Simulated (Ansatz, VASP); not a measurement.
**Al5GaP6: VASP beside Ansatz**

```
Al Ga P
1.0
     6.41689    0.00000    0.00000
    -3.20845    5.55719    0.00000
     0.00000    0.00000    6.08098
Al Ga P
5 1 6
Cartesian
  1.0695 1.8524 0.0004
  -2.1390 3.7048 0.0004
  4.2779 0.0000 0.0004
  3.2084 1.8524 3.0409
  0.0000 3.7048 3.0409
  0.0000 0.0000 3.0409
  1.0695 1.8524 2.2799
  -2.1390 3.7048 2.2799
  4.2779 0.0000 2.2799
  3.2084 1.8524 5.3204
  0.0000 3.7048 5.3204
  0.0000 0.0000 5.3204
```

Alike in both runs: task relaxation of cell and atoms; functional PBE; k mesh 3 × 3 × 4; occupations gaussian, width 0.1 eV; no spin polarisation.

```csv
,VASP,Ansatz
version,VASP 6.6.1,Ansatz 0.2.0
potentials or method,"VASP PAW PBE potentials, release 64 (Al, Ga_d, P), cutoff 600 eV","scalar-relativistic, plane waves, PAW"
valence electrons in the cell,58,58
```

|  | VASP | Ansatz | Ansatz less VASP |
| --- | --- | --- | --- |
| gap on the k mesh at the Fermi level, each at its own relaxed structure (eV) | 1.74 | 1.73 | -0.001 |
| relaxed volume (Å³/atom) | 20.82 | 20.85 | +0.026 |
| relaxed length of the cell vector where the two differ most in proportion (Å) | 6.380 | 6.385 | +0.0051 |

Noted on VASP's run: the volume moved by over 15 % at a fixed basis, so the end points are rough.
